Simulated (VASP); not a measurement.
# TaTiSi4: single point with PBE

TaTiSi4:

```xyz
6
Lattice="0.0000 4.1110 4.2855 2.3821 0.0000 4.2855 2.3821 4.1110 0.0000" Properties=species:S:1:pos:R:3 pbc="T T T"
Ti    3.5731    6.1665    6.4283
Ta    2.3821    4.1110    4.2855
Si    1.1910    0.7833    2.1428
Si    1.1910    3.3277    2.1428
Si    2.3821    1.3245    4.2855
Si    2.3821    6.8975    4.2855
```

* Program: VASP 6.6.1
* Task: single point
* Functional: PBE
* Potentials or basis: VASP PAW PBE potentials, release 64 (Ti_sv, Ta_pv, Si)
* Cutoff: 500 eV
* k mesh: 10 × 10 × 10
* Occupations: gaussian, width 0.1 eV
* Spin: no spin polarisation
* Dipole correction: no
* Further INCAR settings: ALGO = Normal; EDIFF = 1e-06; NBANDS = 28

| Item | Value |
| --- | --- |
| Pressure | 5.2 GPa |
| Largest force | 0.005 eV/Å |
| Band gap on the k mesh | zero (an odd number of electrons rules out a gap without spin polarisation) |

Forces on the atoms (eV/Å):
```
Ti   0.000  0.000  0.000
Ta   0.000  0.000  0.000
Si   0.000 -0.002  0.000
Si   0.000  0.002  0.000
Si   0.000  0.005  0.000
Si   0.000 -0.005  0.000
```

Stress tensor (GPa, compression positive):
```
5.32 0.00 0.00
0.00 5.24 0.00
0.00 0.00 5.15
```

Levels at points of the mesh, in eV from the Fermi level:
```
           k point  band 15  band 16  band 17  band 18  band 19  band 20  band 21  band 22  band 23  band 24
(0.00, 0.00, 0.00)    -3.19    -2.87    -2.63    -2.32    -1.68    -1.63     1.94     2.64     3.05     3.08
(0.50, 0.00, 0.00)    -2.92    -2.84    -1.92    -0.69    -0.45     0.47     1.03     1.12     2.05     2.32
(0.50, 0.50, 0.00)    -3.58    -2.42    -1.80    -1.74    -1.48     0.06     0.12     2.91     3.05     3.09
(0.50, 0.00, 0.50)    -3.06    -3.02    -2.63    -1.89    -1.50     0.86     0.90     2.94     3.36     3.36
(0.00, 0.50, 0.50)    -2.13    -1.80    -1.57    -1.41    -1.03     0.16     0.25     1.96     1.97     2.91
```

It took 12 min on 1 thread of Intel Xeon 8259CL (shared host), peak memory 0.51 GiB.

Caveat: the cell stands under pressure; spin-orbit coupling is left out, which moves the levels of the heavy elements.
